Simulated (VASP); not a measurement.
Runs of VASP 6.6.1 on Cd. The structure is that of space group Fm-3m (No. 225), or close to it. The cells are those of the table. This isn't the form of Cd at room conditions, which is hcp.

```tsv
task	cell	gap on the mesh (eV)	pressure (GPa)
relaxation of cell and atoms	relaxed to 20 GPa from a = 3.125 Å, angles 60.0°, 1 atom	none	19.9
relaxation of cell and atoms	relaxed to 40 GPa from a = 3.125 Å, angles 60.0°, 1 atom	none	40.0
single point	a = 2.854 Å, angles 60.0°, 1 atom	none	41.2
single point	a = 2.780 Å, angles 60.0°, 1 atom	none	61.8
single point	a = 2.969 Å, angles 60.0°, 1 atom	none	(a)
single point	a = 3.270 Å, angles 60.0°, 1 atom	none	0.2
relaxation of cell and atoms	relaxed from a = 3.125 Å, angles 60.0°, 1 atom	none	-0.1
relaxation of cell and atoms	relaxed to 60 GPa from a = 3.125 Å, angles 60.0°, 1 atom	none	60.0
```

Alike in all rows: level pbesol exchange, lda correlation; potentials or basis VASP PAW PBE potentials, release 64 (Cd); no spin polarisation; k mesh 9 × 9 × 9; cutoff (eV) 500; smearing methfessel-paxton 0.1 eV.

Q: Estimate the missing entries.

A: (a) 20.7.

Caveats: the PAW data sets were made with another functional, which shifts forces and pressure a little; the cell is relaxed towards a set pressure, so the run minimises the enthalpy, not the energy (at least some runs); the cell stands under pressure (at least some runs).

A k mesh can miss the band edges, and the runs leave out spin-orbit coupling on Cd.

A gap of «none» marks levels without a gap at the run's occupations.
